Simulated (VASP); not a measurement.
# Ir (P6/mmm) in VASP: a series of runs

The runs below take Ir through relaxation of shape and atoms at fixed volume, relaxation of cell and atoms, single point, with PBE.

All numbers are computed with VASP 6.6.1; they aren't measurements. Logs are shortened: lines on timing, memory, paths and dates and some standing lists are left out, and cuts for length are marked.

**1. The cell of the first run**

Symmetry: P6/mmm, No. 191, hexagonal system. The conventional cell has a = 2.425 Å, b = 2.425 Å, c = 2.370 Å, α = 90.00°, β = 90.00°, γ = 120.00°. Ir (site symmetry 6/mmm) has 8 Ir at 2.37 to 2.43 Å within 3.1 Å.

**2. Relaxation of shape and atoms at fixed volume, PBE**

INCAR

```
  PREC = Accurate
  ENCUT = 600
  EDIFF = 1E-6
  ISMEAR = -1
  SIGMA = 0.05
  LREAL = F
  LASPH = T
  NELM = 100
  ALGO = Normal
  ISIF = 4
  LWAVE = F
  LCHARG = F
  GGA = PE
  IBRION = 2
  NSW = 50
  EDIFFG = -0.005
```

KPOINTS

```
Automatic mesh
0
Gamma
  16 16 15
```

POSCAR

```
Ir
1.0
    2.4250068926      0.0000000000      0.0000000000
   -1.2125034463      2.1001175733      0.0000000000
    0.0000000000      0.0000000000      2.3702940774
Ir
1
Direct
    0.0000000000      0.0000000000      0.0000000000
```

Potentials or basis: VASP PAW PBE potentials, release 64 (Ir).

On the command line:

```bash
$ cat potpaw_PBE.64/Ir/POTCAR > POTCAR
$ mpirun -np 1 vasp_std > vasp.out
```

OUTCAR:

```text
PREC = Accurate
   ENCUT = 600
   EDIFF = 1E-6
   ISMEAR = -1
   LREAL = F
   LASPH = T
   NELM = 100
   ISIF = 4
   GGA = PE
   IBRION = 2
   NSW = 50
   EDIFFG = -0.005

 ion  position               nearest neighbor table
   1  0.000  0.000  0.000-

  LATTYP: Found a hexagonal cell.
 ALAT       =     2.4250068926
 C/A-ratio  =     0.9774380785

  Lattice vectors:

 A1 = (   2.4250068926,   0.0000000000,   0.0000000000)
 A2 = (  -1.2125034463,   2.1001175733,   0.0000000000)
 A3 = (   0.0000000000,   0.0000000000,   2.3702940774)

Analysis of symmetry for initial positions (statically):
=====================================================================
 Subroutine PRICEL returns:
 Original cell was already a primitive cell.

 Routine SETGRP: Setting up the symmetry group for a
 hexagonal supercell.

 Subroutine GETGRP returns: Found 24 space group operations
 (whereof 24 operations were pure point group operations)
 out of a pool of 24 trial point group operations.

The static configuration has the point symmetry D_6h.

Analysis of symmetry for dynamics (positions and initial velocities):
=====================================================================
 Subroutine PRICEL returns:
 Original cell was already a primitive cell.

 Routine SETGRP: Setting up the symmetry group for a
 hexagonal supercell.

 Subroutine GETGRP returns: Found 24 space group operations
 (whereof 24 operations were pure point group operations)
 out of a pool of 24 trial point group operations.

The dynamic configuration has the point symmetry D_6h.

 Subroutine INISYM returns: Found 24 space group operations
 (whereof 24 operations are pure point group operations),
 and found     1 'primitive' translations

----------------------------------------------------------------------------------------

                                     Primitive cell

  volume of cell :      12.0714

  direct lattice vectors                    reciprocal lattice vectors
     2.425006893  0.000000000  0.000000000     0.412369962  0.238081909  0.000000000
    -1.212503446  2.100117573  0.000000000     0.000000000  0.476163817  0.000000000
     0.000000000  0.000000000  2.370294077     0.000000000  0.000000000  0.421888579

  length of vectors
     2.425006893  2.425006893  2.370294077     0.476163817  0.476163817  0.421888579

  position of ions in fractional coordinates (direct lattice)
     0.000000000  0.000000000  0.000000000

  ion indices of the primitive-cell ions
   primitive index   ion index
                 1           1

----------------------------------------------------------------------------------------

 KPOINTS: Automatic mesh

Automatic generation of k-mesh.
 Grid dimensions read from file:
 generate k-points for:   16   16   15

 Generating k-lattice:

  Cartesian coordinates                     Fractional coordinates (reciprocal lattice)
     0.025773123  0.014880119  0.000000000     0.062500000  0.000000000  0.000000000
     0.000000000  0.029760239  0.000000000     0.000000000  0.062500000  0.000000000
     0.000000000  0.000000000  0.028125905     0.000000000  0.000000000  0.066666667

  Length of vectors
     0.029760239  0.029760239  0.028125905

  Shift w.r.t. Gamma in fractional coordinates (k-lattice)
     0.000000000  0.000000000  0.000000000

 Subroutine IBZKPT returns following result:
 ===========================================

 Found    240 irreducible k-points:

 Following reciprocal coordinates:
            Coordinates               Weight
  0.000000  0.000000  0.000000      1.000000
  0.062500  0.000000  0.000000      6.000000
  0.125000  0.000000  0.000000      6.000000
  0.187500  0.000000  0.000000      6.000000
  0.250000  0.000000  0.000000      6.000000
  0.312500  0.000000  0.000000      6.000000
[... 16 lines left out ...]
  0.187500  0.187500  0.000000      6.000000
  0.250000  0.187500  0.000000     12.000000
 [... further k-points ...]
   k-points           NKPTS =    240   k-points in BZ     NKDIM =    240   number of bands    NBANDS=      8
   number of dos      NEDOS =    301   number of ions     NIONS =      1
   total plane-waves  NPLWV =   8000
   dimension x,y,z NGX =    20 NGY =   20 NGZ =   20
   dimension x,y,z NGXF=    40 NGYF=   40 NGZF=   40
   ions per type =               1
   NGX,Y,Z   is equivalent  to a cutoff of  13.71, 13.71, 14.03 a.u.
   NGXF,Y,Z  is equivalent  to a cutoff of  27.42, 27.42, 28.05 a.u.
 SYSTEM =  unknown system
   PREC   = accura    normal or accurate (medium, high low for compatibility)
   ISTART =      0    job   : 0-new  1-cont  2-samecut
   ICHARG =      2    charge: 1-file 2-atom 10-const
   ISPIN  =      1    spin polarized calculation?
   LNONCOLLINEAR =      F non collinear calculations
   LSORBIT =      F    spin-orbit coupling
   LASPH  =      T    aspherical Exc in radial PAW
   ENCUT  =  600.0 eV  44.10 Ry    6.64 a.u.   4.84  4.84  4.73*2*pi/ulx,y,z
   NELM   =    100;   NELMIN=  2; NELMDL= -5     # of ELM steps
   EDIFF  = 0.1E-05   stopping-criterion for ELM
   LREAL  =      F    real-space projection
   EDIFFG = -.5E-02   stopping-criterion for IOM
   NSW    =     50    number of steps for IOM
   IBRION =      2    ionic relax: 0-MD 1-quasi-New 2-CG
   NFREE  =      1    steps in history (QN), initial steepest desc. (CG)
   ISIF   =      4    stress and relaxation
   ISYM   =      2    0-nonsym 1-usesym 2-fastsym
   POTIM  = 0.5000    time-step for ionic-motion
   TEBEG  =    0.0;   TEEND  =   0.0 temperature during run
   PSTRESS=    0.0 pullay stress
   NELECT =       9.0000    total number of electrons
   NUPDOWN=      -1.0000    fix difference up-down
   EMIN   =  10.00;   EMAX   =-10.00  energy-range for DOS
   EFERMI =   0.00;   METHOD = LEGACY
   ISMEAR =    -1;   SIGMA  =   0.05  broadening in eV -4-tet -1-fermi 0-gaus
   EFERMI_NEDOS =   21; number of points for ismear=-14 and -15
   IALGO  =     38    algorithm
   IMIX   =      4    mixing-type and parameters
     AMIX     =   0.40;   BMIX     =  1.00
     AMIX_MAG =   1.60;   BMIX_MAG =  1.00
  volume/ion in A,a.u.               =      12.07        81.46
  Fermi-wavevector in a.u.,A,eV,Ry     =   1.484463  2.805228 29.982214  2.203631
  Thomas-Fermi vector in A             =   2.597997
   LORBIT       =      0    0 simple, 1 ext, 2 COOP (PROOUT), +10 PAW based schemes
   GGA     = PE    functional components
   LHFCALC =     F    Hartree Fock is set to
   AEXX    =    0.0000 exact exchange contribution
   IVDW    =     0    specifies the selected vdW correction
   LEPSILON=     F    determine dielectric tensor
   LRPA    =     F    only Hartree local field effects (RPA)
 conjugate gradient relaxation of ions
 non-spin polarized calculation
  energy-cutoff  :      600.00
  volume of cell :       12.07
 maximum number of plane-waves:       420
 NGX is ok and might be reduce to    20
   NGX =  9   NGY =  9   NGZ =  9

--------------------------------------- Ionic step        1  -------------------------------------------

 number of electron       9.0000000 magnetization

 Free energy of the ion-electron system (eV)
  ---------------------------------------------------
  ext. energy  EPLUGINS =         0.00000000
  ---------------------------------------------------
  free energy    TOTEN  =        -6.85560649 eV

  energy without entropy =       -6.84864350  energy(sigma->0) =       -6.85212500

------------------------ aborting loop because EDIFF is reached ----------------------------------------

  FORCE on cell =-STRESS in cart. coord.  units (eV):
  Direction    XX          YY          ZZ          XY          YZ          ZX
  --------------------------------------------------------------------------------------
  -------------------------------------------------------------------------------------
  Total       12.5431615     12.5431615     10.1445914     -0.0000000      0.0000000      0.0000000
  in kB     1664.7873899   1664.7873899   1346.4378879     -0.0000000      0.0000000      0.0000000
  external PRESSURE =    1558.6708892 kB  Pullay stress =       0.0000000 kB
[... 86 lines left out ...]
  FREE ENERGIE OF THE ION-ELECTRON SYSTEM (eV)
  ---------------------------------------------------
  free  energy   TOTEN  =        -6.8711524348 eV

  energy  without entropy=       -6.8643062175  energy(sigma->0) =       -6.86772933

[... ionic steps 4 to 15 ...]

--------------------------------------- Ionic step       16  -------------------------------------------

 number of electron       9.0000000 magnetization

------------------------ aborting loop because EDIFF is reached ----------------------------------------

  FORCE on cell =-STRESS in cart. coord.  units (eV):
  Direction    XX          YY          ZZ          XY          YZ          ZX
  --------------------------------------------------------------------------------------
  -------------------------------------------------------------------------------------
  Total       11.6166046     11.6166046     11.6408542     -0.0000000     -0.0000000      0.0000000
  in kB     1541.8103986   1541.8103982   1545.0289254     -0.0000000     -0.0000000      0.0000000
  external PRESSURE =    1542.8832407 kB  Pullay stress =       0.0000000 kB
[... 55 lines left out ...]
  energy  without entropy=       -6.8643439336  energy(sigma->0) =       -6.86777841

--------------------------------------- Ionic step       18  -------------------------------------------

 number of electron       9.0000000 magnetization

 Free energy of the ion-electron system (eV)
  ---------------------------------------------------
  ext. energy  EPLUGINS =         0.00000000
  ---------------------------------------------------
  free energy    TOTEN  =        -6.87121280 eV

  energy without entropy =       -6.86434672  energy(sigma->0) =       -6.86777976

 E-fermi :  13.0967     XC(G=0): -14.8438

 val. band max:       13.0926177786   @ k =   0.3125   0.1875   0.0667
 cond. band min:      13.1083898691   @ k =   0.3750   0.1250   0.4000
 fundamental gap:      0.0157720906
 Fermi energy:        13.0967250017

 k-point     1 :       0.0000    0.0000    0.0000
  band No.  band energies     occupation
      1       0.6286      2.00000
      2       4.0633      2.00000
      3       8.4645      2.00000
      4       8.4645      2.00000
      5      15.3562      0.00000
      6      15.3562      0.00000
      7      27.8260      0.00000
      8      30.0138      0.00000
[... 243 lines left out ...]
 k-point    24 :       0.2500    0.1875    0.0000
  band No.  band energies     occupation
      1       4.9711      2.00000
      2       5.7277      2.00000
      3       7.4445      2.00000
      4      11.5417      2.00000
      5      13.7420      0.00000
      6      15.8999      0.00000
      7      24.7199      0.00000
      8      27.1589      0.00000

 [... further k-points ...]
[... 5 lines left out ...]
  --------------------------------------------------------------------------------------
  -------------------------------------------------------------------------------------
  Total       11.6237934     11.6237934     11.6286101     -0.0000000     -0.0000000      0.0000000
  in kB     1542.7645408   1542.7645404   1543.4038320     -0.0000000     -0.0000000      0.0000000
  external PRESSURE =    1542.9776378 kB  Pullay stress =       0.0000000 kB
[... 16 lines left out ...]
  FREE ENERGIE OF THE ION-ELECTRON SYSTEM (eV)
  ---------------------------------------------------
  free  energy   TOTEN  =        -6.8712128024 eV

  energy  without entropy=       -6.8643467204  energy(sigma->0) =       -6.86777976

 reached required accuracy - stopping structural energy minimisation
```

It took 96 s on 1 thread of Intel Xeon 6975P-C (Granite Rapids), shared host; peak memory 0.15 GiB.

Results:

| Item | Value |
| --- | --- |
| Free energy | -6.8712 eV |
| Energy gained by relaxing | 15.6 meV/atom |
| Ionic steps | 18 |
| Pressure after relaxing | 154.3 GPa |

The path:
```
step  energy change (eV)  largest force (eV/Å)  pressure (GPa)  volume (Å³)
   1              0.0000                0.0000          155.87        12.07
   2              0.3838                0.0000          161.56        12.07
   3             -0.0155                0.0000          154.34        12.07
   4             -0.0156                0.0000          154.29        12.07
   5             -0.0156                0.0000          154.31        12.07
   6             -0.0156                0.0000          154.31        12.07
   7             -0.0156                0.0000          154.31        12.07
   8             -0.0156                0.0000          154.31        12.07
   9             -0.0156                0.0000          154.31        12.07
  10             -0.0156                0.0000          154.31        12.07
  11             -0.0156                0.0000          154.31        12.07
  12             -0.0156                0.0000          154.31        12.07
  13             -0.0156                0.0000          154.31        12.07
  14             -0.0156                0.0000          154.30        12.07
  15             -0.0156                0.0000          154.30        12.07
  16             -0.0156                0.0000          154.29        12.07
  17             -0.0156                0.0000          154.30        12.07
  18             -0.0156                0.0000          154.30        12.07
```

Final structure:
```xyz
1
Lattice="2.4407 0.0000 0.0000 -1.2203 2.1137 0.0000 0.0000 0.0000 2.3400" Properties=species:S:1:pos:R:3 pbc="T T T"
Ir    0.0000    0.0000    0.0000
```

Levels at points of the mesh, in eV from the Fermi level:
```
           k point  band 1  band 2  band 3  band 4  band 5  band 6  band 7  band 8
(0.00, 0.00, 0.00)  -12.47   -9.03   -4.63   -4.63    2.26    2.26   14.73   16.92
(0.50, 0.00, 0.00)   -9.93   -7.47   -2.43   -0.78    1.23    2.91    9.85   15.23
```

Caveat: spin-orbit coupling is left out, which moves the levels of the heavy elements.

**3. Relaxation of shape and atoms at fixed volume, PBE**

This run uses another cell than the first one, of 13.34 Å³/atom, 1.105 times its volume.

INCAR

```
PREC = Accurate
ENCUT = 600
EDIFF = 1E-6
ISMEAR = -1
SIGMA = 0.05
LREAL = False
LASPH = True
NELM = 80
ALGO = Normal
ISIF = 4
LWAVE = False
LCHARG = False
GGA = PE
IBRION = 2
NSW = 50
EDIFFG = -0.005
```

KPOINTS is that of step 2.

POSCAR

```
Ir
1.0
    2.5072725266      0.0000000000      0.0000000000
   -1.2536362633      2.1713617023      0.0000000000
    0.0000000000      0.0000000000      2.4507036407
Ir
1
Direct
    0.0000000000      0.0000000000      0.0000000000
```

Potentials or basis: VASP PAW PBE potentials, release 64 (Ir).

On the command line:

```bash
$ cat potpaw_PBE.64/Ir/POTCAR > POTCAR
$ mpirun -np 1 vasp_std > vasp.out
```

Wall time 40 s (1 thread of Intel Xeon 6975P-C (Granite Rapids), shared host); peak memory 0.15 GiB.

The run converged. Its results:

| Property | Result |
| --- | --- |
| Free energy | -7.7640 eV |
| Energy gained by relaxing | 6.2 meV/atom |
| Ionic steps | 4 |
| Pressure after relaxing | 77.1 GPa |

Step by step:
```
step  energy change (eV)  largest force (eV/Å)  pressure (GPa)  volume (Å³)
   1              0.0000                0.0000           77.95        13.34
   2              0.0740                0.0000           77.69        13.34
   3             -0.0062                0.0000           77.14        13.34
   4             -0.0062                0.0000           77.12        13.34
```

Final structure:
```xyz
1
Lattice="2.5191 0.0000 0.0000 -1.2595 2.1816 0.0000 0.0000 0.0000 2.4278" Properties=species:S:1:pos:R:3 pbc="T T T"
Ir    0.0000    0.0000    0.0000
```

Levels at points of the mesh, in eV from the Fermi level:
```csv
k point,band 1,band 2,band 3,band 4,band 5,band 6,band 7,band 8
"(0.00, 0.00, 0.00)",-11.38,-7.83,-3.97,-3.97,1.90,1.90,15.04,16.11
"(0.50, 0.00, 0.00)",-8.70,-6.51,-2.10,-0.55,1.02,2.52,8.71,14.69
```

Caveat: spin-orbit coupling is left out, which moves the levels of the heavy elements.

**4. Relaxation of shape and atoms at fixed volume, PBE**

This run uses another cell than the first one, of 14.61 Å³/atom, 1.211 times its volume.

INCAR

```
SYSTEM = Ir
PREC     = Accurate       ! precision mode
ENCUT    = 600            ! plane-wave cutoff, eV
EDIFF    = 1E-6           ! SCF threshold, eV
ISMEAR   = -1             ! smearing method
SIGMA    = 0.05           ! smearing width, eV
LREAL    = .False.        ! projectors in reciprocal space
LASPH    = .True.         ! aspherical terms in the spheres
NELM     = 60             ! most SCF steps
ALGO     = Normal         ! electronic algorithm
ISIF     = 4              ! what is computed and relaxed
LWAVE    = .False.        ! write WAVECAR
LCHARG   = .False.        ! write CHGCAR
GGA      = PE             ! functional
IBRION   = 2              ! ionic algorithm
NSW      = 50             ! ionic steps
EDIFFG   = -0.005         ! ionic threshold
```

KPOINTS

```
regular mesh
0
Gamma
  16 16 15
  0 0 0
```

POSCAR

```
Ir
1.0
    2.5844673837      0.0000000000      0.0000000000
   -1.2922336918      2.2382144095      0.0000000000
    0.0000000000      0.0000000000      2.5261568335
Ir
1
Direct
    0.0000000000      0.0000000000      0.0000000000
```

On the command line:

```bash
$ cat potpaw_PBE.64/Ir/POTCAR > POTCAR
$ mpirun -np 1 vasp_std > vasp.out
```

Wall time 42 s (1 thread of Intel Xeon 6975P-C (Granite Rapids), shared host); peak memory 0.17 GiB.

It converged, with:

| Quantity | Value |
| --- | --- |
| Free energy | -8.1719 eV |
| Energy gained by relaxing | 1.5 meV/atom |
| Ionic steps | 4 |
| Pressure after relaxing | 29.6 GPa |

The path:
| step | energy change (eV) | largest force (eV/Å) | pressure (GPa) | volume (Å³) |
| --- | --- | --- | --- | --- |
| 1 | 0.0000 | 0.0000 | 29.93 | 14.61 |
| 2 | 0.0071 | 0.0000 | 29.17 | 14.61 |
| 3 | -0.0015 | 0.0000 | 29.58 | 14.61 |
| 4 | -0.0015 | 0.0000 | 29.58 | 14.61 |

Final structure:
```yaml
crystal:
  lattice:
    - [2.59150, 0.00000, 0.00000]
    - [-1.29575, 2.24431, 0.00000]
    - [0.00000, 0.00000, 2.51246]
  atoms:
    - { symbol: Ir, position: [0.00000, 0.00000, 0.00000] }
```

Levels at points of the mesh, in eV from the Fermi level:
| k point | band 1 | band 2 | band 3 | band 4 | band 5 | band 6 | band 7 | band 8 |
| --- | --- | --- | --- | --- | --- | --- | --- | --- |
| (0.00, 0.00, 0.00) | -10.44 | -6.85 | -3.45 | -3.45 | 1.60 | 1.60 | 15.23 | 15.37 |
| (0.50, 0.00, 0.00) | -7.71 | -5.71 | -1.86 | -0.31 | 0.85 | 2.20 | 7.79 | 14.23 |

Caveat: spin-orbit coupling is left out, which moves the levels of the heavy elements.

(Continued in part 2 of 2.)
